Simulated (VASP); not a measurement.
# AlNi (Cmmm) in VASP: a series of runs

The runs below take AlNi through single point, with LDA.

All numbers are computed with VASP 6.6.1; they aren't measurements. Logs are shortened: lines on timing, memory, paths and dates and some standing lists are left out, and cuts for length are marked.

## (1) The cell of the first run

The structure is orthorhombic, space group Cmmm (No. 65). Conventional cell: a = 3.903 Å, b = 3.932 Å, c = 3.120 Å, α = 90.00°, β = 90.00°, γ = 90.00°. Ni (site symmetry mmm) has 8 Al at 2.50 to 2.51 Å and 6 Ni at 2.77 to 3.12 Å within 3.3 Å. Within 3.3 Å of Al (site symmetry mmm) lie 8 Ni at 2.50 to 2.51 Å and 6 Al at 2.77 to 3.12 Å.

## (2) Single point, LDA, collinear spin, ferromagnetic start (11.97 Å³/atom)

INCAR reads:

```
SYSTEM = AlNi
PREC = Accurate ; ENCUT = 520
EDIFF = 1E-7 ; ISMEAR = -1
SIGMA = 0.05 ; LREAL = .False.
LASPH = .True. ; NELM = 150
ALGO = Fast ; ISIF = 2
LWAVE = .False. ; LCHARG = .False.
ISPIN = 2 ; MAGMOM = 1 0
LORBIT = 11 ; LMAXMIX = 4
NBANDS = 18
```

KPOINTS reads:

```
Automatic mesh
0
Gamma
  10 10 9
  0 0 0
```

POSCAR reads:

```
AlNi
1.0
    1.9515334073     -1.9661255611      0.0000000000
    1.9515334073      1.9661255611      0.0000000000
    0.0000000000      0.0000000000      3.1199566663
Ni Al
1 1
Direct
    0.5000000000      0.5000000000      0.5000000000
    0.0000000000      0.0000000000      0.0000000000
```

Potentials or basis: VASP PAW LDA potentials, release 64 (Ni, Al).

Run with:

```console
cat potpaw_LDA.64/Ni/POTCAR potpaw_LDA.64/Al/POTCAR > POTCAR
mpirun -np 1 vasp_std > vasp.out
```

OUTCAR:

```text
SYSTEM = AlNi
   PREC = Accurate
   ENCUT = 520
   EDIFF = 1E-7
   ISMEAR = -1
   LREAL = .False.
   LASPH = .True.
   NELM = 150
   ISIF = 2
   ISPIN = 2
   LORBIT = 11

 ion  position               nearest neighbor table
   1  0.500  0.500  0.500-   2 2.50   2 2.50   2 2.50   2 2.50   2 2.51   2 2.51   2 2.51   2 2.51

   2  0.000  0.000  0.000-   1 2.50   1 2.50   1 2.50   1 2.50   1 2.51   1 2.51   1 2.51   1 2.51

  LATTYP: Found a base centered orthorhombic cell.
 ALAT       =     3.9030668146
 B/A-ratio  =     1.0074772759
 C/A-ratio  =     0.7993603017

  Lattice vectors:

 A1 = (   1.9515334073,  -1.9661255611,   0.0000000000)
 A2 = (   1.9515334073,   1.9661255611,   0.0000000000)
 A3 = (   0.0000000000,   0.0000000000,   3.1199566663)

Analysis of symmetry for initial positions (statically):
=====================================================================
 Subroutine PRICEL returns:
 Original cell was already a primitive cell.

 Routine SETGRP: Setting up the symmetry group for a
 base centered orthorhombic supercell.

 Subroutine GETGRP returns: Found  8 space group operations
 (whereof  8 operations were pure point group operations)
 out of a pool of  8 trial point group operations.

The static configuration has the point symmetry D_2h.

Analysis of symmetry for dynamics (positions and initial velocities):
=====================================================================
 Subroutine PRICEL returns:
 Original cell was already a primitive cell.

 Routine SETGRP: Setting up the symmetry group for a
 base centered orthorhombic supercell.

 Subroutine GETGRP returns: Found  8 space group operations
 (whereof  8 operations were pure point group operations)
 out of a pool of  8 trial point group operations.

The dynamic configuration has the point symmetry D_2h.

Analysis of structural, dynamic, and magnetic symmetry:
=====================================================================
 Subroutine PRICEL returns:
 Original cell was already a primitive cell.

 Routine SETGRP: Setting up the symmetry group for a
 base centered orthorhombic supercell.

 Subroutine GETGRP returns: Found  8 space group operations
 (whereof  8 operations were pure point group operations)
 out of a pool of  8 trial point group operations.

The overall configuration has the point symmetry D_2h.

 Subroutine INISYM returns: Found  8 space group operations
 (whereof  8 operations are pure point group operations),
 and found     1 'primitive' translations

----------------------------------------------------------------------------------------

                                     Primitive cell

  volume of cell :      23.9423

  direct lattice vectors                    reciprocal lattice vectors
     1.951533407 -1.966125561  0.000000000     0.256208783 -0.254307258  0.000000000
     1.951533407  1.966125561  0.000000000     0.256208783  0.254307258  0.000000000
     0.000000000  0.000000000  3.119956666     0.000000000  0.000000000  0.320517272

  length of vectors
     2.770222439  2.770222439  3.119956666     0.360991859  0.360991859  0.320517272

  position of ions in fractional coordinates (direct lattice)
     0.500000000  0.500000000  0.500000000
     0.000000000  0.000000000  0.000000000

  ion indices of the primitive-cell ions
   primitive index   ion index
                 1           1
                 2           2

----------------------------------------------------------------------------------------

 KPOINTS: Automatic mesh

Automatic generation of k-mesh.
 Grid dimensions read from file:
 generate k-points for:   10   10    9

 Generating k-lattice:

  Cartesian coordinates                     Fractional coordinates (reciprocal lattice)
     0.025620878 -0.025430726  0.000000000     0.100000000  0.000000000  0.000000000
     0.025620878  0.025430726  0.000000000     0.000000000  0.100000000  0.000000000
     0.000000000  0.000000000  0.035613030     0.000000000  0.000000000  0.111111111

  Length of vectors
     0.036099186  0.036099186  0.035613030

  Shift w.r.t. Gamma in fractional coordinates (k-lattice)
     0.000000000  0.000000000  0.000000000

 Subroutine IBZKPT returns following result:
 ===========================================

 Found    155 irreducible k-points:

 Following reciprocal coordinates:
            Coordinates               Weight
  0.000000  0.000000  0.000000      1.000000
  0.100000  0.000000  0.000000      4.000000
  0.200000  0.000000  0.000000      4.000000
  0.300000  0.000000  0.000000      4.000000
  0.400000  0.000000  0.000000      4.000000
  0.500000  0.000000  0.000000      2.000000
[... 16 lines left out ...]
  0.300000  0.300000  0.000000      2.000000
  0.400000  0.300000  0.000000      4.000000
 [... further k-points ...]
   k-points           NKPTS =    155   k-points in BZ     NKDIM =    155   number of bands    NBANDS=     18
   number of dos      NEDOS =    301   number of ions     NIONS =      2
   total plane-waves  NPLWV =  13824
   dimension x,y,z NGX =    24 NGY =   24 NGZ =   24
   dimension x,y,z NGXF=    48 NGYF=   48 NGZF=   48
   ions per type =               1   1
   NGX,Y,Z   is equivalent  to a cutoff of  14.40, 14.40, 12.79 a.u.
   NGXF,Y,Z  is equivalent  to a cutoff of  28.81, 28.81, 25.58 a.u.
 SYSTEM =  AlNi
   PREC   = accura    normal or accurate (medium, high low for compatibility)
   ISTART =      0    job   : 0-new  1-cont  2-samecut
   ICHARG =      2    charge: 1-file 2-atom 10-const
   ISPIN  =      2    spin polarized calculation?
   LNONCOLLINEAR =      F non collinear calculations
   LSORBIT =      F    spin-orbit coupling
   LASPH  =      T    aspherical Exc in radial PAW
   ENCUT  =  520.0 eV  38.22 Ry    6.18 a.u.   5.15  5.15  5.80*2*pi/ulx,y,z
   NELM   =    150;   NELMIN=  2; NELMDL= -5     # of ELM steps
   EDIFF  = 0.1E-06   stopping-criterion for ELM
   LREAL  =      F    real-space projection
   EDIFFG = 0.1E-05   stopping-criterion for IOM
   NSW    =      0    number of steps for IOM
   IBRION =     -1    ionic relax: 0-MD 1-quasi-New 2-CG
   NFREE  =      0    steps in history (QN), initial steepest desc. (CG)
   ISIF   =      2    stress and relaxation
   ISYM   =      2    0-nonsym 1-usesym 2-fastsym
   POTIM  = 0.5000    time-step for ionic-motion
   TEBEG  =    0.0;   TEEND  =   0.0 temperature during run
   PSTRESS=    0.0 pullay stress
   NELECT =      13.0000    total number of electrons
   NUPDOWN=      -1.0000    fix difference up-down
   EMIN   =  10.00;   EMAX   =-10.00  energy-range for DOS
   EFERMI =   0.00;   METHOD = LEGACY
   ISMEAR =    -1;   SIGMA  =   0.05  broadening in eV -4-tet -1-fermi 0-gaus
   EFERMI_NEDOS =   21; number of points for ismear=-14 and -15
   IALGO  =     68    algorithm
   IMIX   =      4    mixing-type and parameters
     AMIX     =   0.40;   BMIX     =  1.00
     AMIX_MAG =   1.60;   BMIX_MAG =  1.00
  volume/ion in A,a.u.               =      11.97        80.79
  Fermi-wavevector in a.u.,A,eV,Ry     =   1.335572  2.523865 24.269432  1.783753
  Thomas-Fermi vector in A             =   2.464266
   LORBIT       =     11    0 simple, 1 ext, 2 COOP (PROOUT), +10 PAW based schemes
   GGA     = CA    functional components
   LHFCALC =     F    Hartree Fock is set to
   AEXX    =    0.0000 exact exchange contribution
   IVDW    =     0    specifies the selected vdW correction
   LEPSILON=     F    determine dielectric tensor
   LRPA    =     F    only Hartree local field effects (RPA)
 spin polarized calculation
 RMM-DIIS sequential band-by-band and
  energy-cutoff  :      520.00
  volume of cell :       23.94
 maximum number of plane-waves:       656
 NGX is ok and might be reduce to    24
   NGX = 11   NGY = 11   NGZ = 11

 number of electron      12.9999999 magnetization       0.0018823

 number of electron      12.9999999 magnetization      -0.0000735

 Free energy of the ion-electron system (eV)
  ---------------------------------------------------
  ext. energy  EPLUGINS =         0.00000000
  ---------------------------------------------------
  free energy    TOTEN  =       -12.12658344 eV

  energy without entropy =      -12.11930843  energy(sigma->0) =      -12.12294593

 E-fermi :   9.7210     XC(G=0): -12.2940

 val. band max:        9.7133604454   @ k =   0.0000   0.0000   0.2222
 cond. band min:       9.7692415882   @ k =   0.4000   0.3000   0.1111
 fundamental gap:      0.0558811428
 Fermi energy:         9.7209582346

 spin component 1

 k-point     1 :       0.0000    0.0000    0.0000
  band No.  band energies     occupation
      1      -1.3530      1.00000
      2       6.4056      1.00000
      3       6.5325      1.00000
      4       8.0934      1.00000
      5       8.1125      1.00000
      6       8.4083      1.00000
[... 10 lines left out ...]
     17      32.8597      0.00000
     18      32.9998      0.00000

 k-point     2 :       0.1000    0.0000    0.0000
  band No.  band energies     occupation
      1      -1.1548      1.00000
      2       6.4562      1.00000
      3       6.5500      1.00000
      4       7.9642      1.00000
      5       8.1149      1.00000
      6       8.3322      1.00000
[... 10 lines left out ...]
     17      32.5055      0.00000
     18      33.1520      0.00000

 k-point     3 :       0.2000    0.0000    0.0000
  band No.  band energies     occupation
      1      -0.5661      1.00000
      2       6.4736      1.00000
      3       6.6276      1.00000
      4       7.6520      1.00000
      5       8.1434      1.00000
      6       8.1443      1.00000
[... 412 lines left out ...]
 k-point    23 :       0.3000    0.3000    0.0000
  band No.  band energies     occupation
      1       2.0465      1.00000
      2       6.3191      1.00000
      3       6.9233      1.00000
      4       7.4199      1.00000
      5       7.6065      1.00000
      6       7.6503      1.00000
[... 10 lines left out ...]
     17      32.0373      0.00000
     18      34.0615      0.00000

 k-point    24 :       0.4000    0.3000    0.0000
  band No.  band energies     occupation
      1       3.2038      1.00000
      2       5.6838      1.00000
      3       7.1582      1.00000
      4       7.2905      1.00000
      5       7.5934      1.00000
      6       7.6405      1.00000
[... 10 lines left out ...]
     17      32.4945      0.00000
     18      33.4453      0.00000

 [... further k-points ...]

 spin component 2

 k-point     1 :       0.0000    0.0000    0.0000
  band No.  band energies     occupation
      1      -1.3531      1.00000
      2       6.4056      1.00000
      3       6.5324      1.00000
      4       8.0934      1.00000
      5       8.1125      1.00000
      6       8.4083      1.00000
[... 10 lines left out ...]
     17      32.8539      0.00000
     18      32.8729      0.00000

 k-point     2 :       0.1000    0.0000    0.0000
  band No.  band energies     occupation
      1      -1.1548      1.00000
      2       6.4562      1.00000
      3       6.5499      1.00000
      4       7.9642      1.00000
      5       8.1149      1.00000
      6       8.3322      1.00000
[... 10 lines left out ...]
     17      32.5056      0.00000
     18      33.1590      0.00000

 k-point     3 :       0.2000    0.0000    0.0000
  band No.  band energies     occupation
      1      -0.5661      1.00000
      2       6.4736      1.00000
      3       6.6275      1.00000
      4       7.6520      1.00000
      5       8.1434      1.00000
      6       8.1443      1.00000
[... 412 lines left out ...]
 k-point    23 :       0.3000    0.3000    0.0000
  band No.  band energies     occupation
      1       2.0465      1.00000
      2       6.3190      1.00000
      3       6.9232      1.00000
      4       7.4198      1.00000
      5       7.6065      1.00000
      6       7.6503      1.00000
[... 10 lines left out ...]
     17      32.0373      0.00000
     18      34.0616      0.00000

 k-point    24 :       0.4000    0.3000    0.0000
  band No.  band energies     occupation
      1       3.2038      1.00000
      2       5.6837      1.00000
      3       7.1581      1.00000
      4       7.2905      1.00000
      5       7.5934      1.00000
      6       7.6404      1.00000
[... 10 lines left out ...]
     17      32.4945      0.00000
     18      33.4453      0.00000

 [... further k-points ...]

------------------------ aborting loop because EDIFF is reached ----------------------------------------

  FORCE on cell =-STRESS in cart. coord.  units (eV):
  Direction    XX          YY          ZZ          XY          YZ          ZX
  --------------------------------------------------------------------------------------
  -------------------------------------------------------------------------------------
  Total       -0.6952604     -0.9187586     -1.8405522     -0.0000000      0.0000000      0.0000000
  in kB      -46.5256315    -61.4817501   -123.1665899     -0.0000000      0.0000000      0.0000000
  external PRESSURE =     -77.0579905 kB  Pullay stress =       0.0000000 kB

 VOLUME and BASIS-vectors are now :
 -----------------------------------------------------------------------------
  energy-cutoff  :      520.00
  volume of cell :       23.94
      direct lattice vectors                 reciprocal lattice vectors
     1.951533407 -1.966125561  0.000000000     0.256208783 -0.254307258  0.000000000
     1.951533407  1.966125561  0.000000000     0.256208783  0.254307258  0.000000000
     0.000000000  0.000000000  3.119956666     0.000000000  0.000000000  0.320517272

 POSITION                                       TOTAL-FORCE (eV/Angst)
 -----------------------------------------------------------------------------------
      1.95153      0.00000      1.55998        -0.000000      0.000000      0.000000
      0.00000      0.00000      0.00000         0.000000      0.000000      0.000000
 -----------------------------------------------------------------------------------
    total drift:                                0.000000     -0.000000     -0.000000

  FREE ENERGIE OF THE ION-ELECTRON SYSTEM (eV)
  ---------------------------------------------------
  free  energy   TOTEN  =       -12.1265834385 eV

  energy  without entropy=      -12.1193084301  energy(sigma->0) =      -12.12294593

 total charge

# of ion       s       p       d       tot
------------------------------------------
    1        0.483   0.514   8.488   9.486
    2        0.391   0.420   0.000   0.811
--------------------------------------------------
tot          0.875   0.934   8.488  10.297

 magnetization (x)

# of ion       s       p       d       tot
------------------------------------------
    1       -0.000  -0.000  -0.000  -0.000
    2       -0.000  -0.000   0.000  -0.000
--------------------------------------------------
tot         -0.000  -0.000  -0.000  -0.000
```

Run time: 2.4 min. Hardware: 1 thread of Intel Xeon 8259CL, shared host; peak memory 0.21 GiB.

What came out:

| Quantity | Value |
| --- | --- |
| Free energy | -12.1266 eV |
| Pressure | -7.7 GPa |
| Net moment | 0.00 μB per cell |
| Valence electrons inside the program's atomic spheres | Ni 9.49; Al 0.81 |

Stress tensor (GPa, compression positive):
```
 -4.65   0.00   0.00
  0.00  -6.15   0.00
  0.00   0.00 -12.32
```

Caveat: the cell stands under tension.

## (3) Single point, LDA, collinear spin, ferromagnetic start (12.21 Å³/atom)

This run uses another cell than the first one, of 12.21 Å³/atom.

INCAR reads:

```
  PREC = Accurate
  ENCUT = 520
  EDIFF = 1E-6
  ISMEAR = -1
  SIGMA = 0.05
  LREAL = False
  LASPH = True
  NELM = 150
  ALGO = Fast
  ISIF = 2
  LWAVE = False
  LCHARG = False
  ISPIN = 2
  MAGMOM = 1 0
  LORBIT = 11
  LMAXMIX = 4
  GGA = CA
  NBANDS = 18
```

KPOINTS reads:

```
regular mesh
0
Gamma
  10 10 9
```

POSCAR reads:

```
AlNi
1.0
    1.9642060572     -1.9788929679      0.0000000000
    1.9642060572      1.9788929679      0.0000000000
    0.0000000000      0.0000000000      3.1402166928
Ni Al
1 1
Direct
    0.5000000000      0.5000000000      0.5000000000
    0.0000000000      0.0000000000      0.0000000000
```

Potentials or basis: VASP PAW LDA potentials, release 64 (Ni, Al).

Run with:

```console
cat potpaw_LDA.64/Ni/POTCAR potpaw_LDA.64/Al/POTCAR > POTCAR
mpirun -np 1 vasp_std > vasp.out
```

Wall time 2.1 min (1 thread of Intel Xeon 8259CL, shared host); peak memory 0.21 GiB.

It converged, with:

```yaml
Free_energy: -12.0997 eV
Pressure: -10.3 GPa
Net_moment: 0.00 μB per cell
Valence_electrons_inside_the_program's_atomic_spheres: Ni 9.45; Al 0.80
```

Stress tensor (GPa, compression positive):
```
 -7.44   0.00   0.00
  0.00  -8.84   0.00
  0.00   0.00 -14.71
```

Levels at points of the mesh, in eV from the Fermi level:
Spin up:
```tsv
k point	band 4	band 5	band 6	band 7	band 8	band 9	band 10	band 11
(0.00, 0.00, 0.00)	-1.59	-1.57	-1.28	2.86	6.81	6.85	7.11	8.62
(0.50, 0.00, 0.00)	-2.63	-1.96	-1.46	-0.35	7.67	7.95	9.02	11.40
(0.50, 0.50, 0.00)	-2.32	-2.28	-2.16	-0.81	2.15	3.07	10.33	13.23
```
Spin down:
```csv
k point,band 3,band 4,band 5,band 6,band 7,band 8,band 9,band 10,band 11,band 12
"(0.00, 0.00, 0.00)",-3.10,-1.59,-1.57,-1.28,2.86,6.81,6.85,7.11,8.62,13.82
"(0.50, 0.00, 0.00)",-2.64,-2.63,-1.96,-1.46,-0.35,7.67,7.95,9.02,11.40,12.20
"(0.50, 0.50, 0.00)",-2.32,-2.32,-2.28,-2.16,-0.81,2.15,3.07,10.33,13.23,13.35
```

Caveat: the cell stands under tension.

[end of part 1 of 2]
